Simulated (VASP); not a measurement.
# La: single point with PBE

The system is La.

```
La
1.0
     0.00000    2.64800    2.64800
     2.64800    0.00000    2.64800
     2.64800    2.64800    0.00000
La
1
Direct
  0.00000 0.00000 0.00000
```

This isn't the form of La at room conditions, which is double hcp.

```
Program                : VASP 6.6.1
Task                   : single point
Functional             : PBE
Potentials or basis    : VASP PAW PBE potentials, release 64 (La)
Cutoff                 : 520 eV
k mesh                 : 12 × 12 × 12
Occupations            : fermi-dirac, width 0.05 eV
Spin                   : no spin polarisation
Dipole correction      : no
Further INCAR settings : ALGO = Normal; EDIFF = 1e-07; NBANDS = 12
```

```json
{"Pressure": "-0.2 GPa", "Band gap on the k mesh": "zero (an odd number of electrons rules out a gap without spin polarisation)"}
```

Levels at points of the mesh, in eV from the Fermi level:
| k point | band 2 | band 3 | band 4 | band 5 | band 6 | band 7 | band 8 | band 9 |
| --- | --- | --- | --- | --- | --- | --- | --- | --- |
| (0.00, 0.00, 0.00) | -15.84 | -15.84 | -15.84 | -3.17 | 1.32 | 1.50 | 1.50 | 1.50 |
| (0.50, 0.00, 0.00) | -17.23 | -16.02 | -16.02 | -1.70 | 1.30 | 1.30 | 1.34 | 1.85 |
| (0.50, 0.50, 0.00) | -17.13 | -16.33 | -16.33 | -1.96 | -1.37 | 1.91 | 1.91 | 1.91 |

It took 51 s on 1 thread of Intel(R) Xeon(R) Platinum 8259CL CPU @ 2.50GHz (Skylake/Cascade Lake) (shared host), peak memory 0.19 GiB.

Caveat: spin-orbit coupling is left out, which moves the levels of the heavy elements.
